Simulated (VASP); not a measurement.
Mo: single point with revPBE

Mo:

```
CELL_PARAMETERS angstrom
4.68415 0.00000 0.00000
-2.34207 4.05659 0.00000
0.00000 0.00000 2.57166
ATOMIC_POSITIONS crystal
Mo 0.00000 0.00000 0.00000
Mo 0.33333 0.66667 0.50000
Mo 0.66667 0.33333 0.50000
```

This isn't the form of Mo at room conditions, which is bcc.

* Program: VASP 6.6.1
* Task: single point
* Functional: revPBE
* Potentials or basis: VASP PAW PBE potentials, release 64 (Mo_sv)
* Cutoff: 520 eV
* k mesh: 10 × 10 × 16
* Occupations: fermi-dirac, width 0.1 eV
* Spin: no spin polarisation

The pressure is 0.5 GPa. The band gap on the k mesh is zero (bands 21 and 22 overlap by 1.32 eV).

Levels at points of the mesh, in eV from the Fermi level:
```
           k point  band 19  band 20  band 21  band 22  band 23  band 24
(0.00, 0.00, 0.00)    -2.06    -2.06    -0.50    -0.50     1.73     1.73
(0.50, 0.00, 0.00)    -2.09    -2.09     0.82     1.15     1.93     1.94
(0.00, 0.00, 0.50)    -1.12    -1.12     0.10     0.10     2.35     2.35
(0.50, 0.00, 0.50)    -1.76    -0.23    -0.20     1.12     1.17     2.11
```

Run time: 110 s on 1 thread of Intel(R) Xeon(R) Platinum 8259CL CPU @ 2.50GHz (Skylake/Cascade Lake) (shared host), peak memory 0.25 GiB.

Caveat: the PAW data sets were made with another functional, which shifts forces and pressure a little.
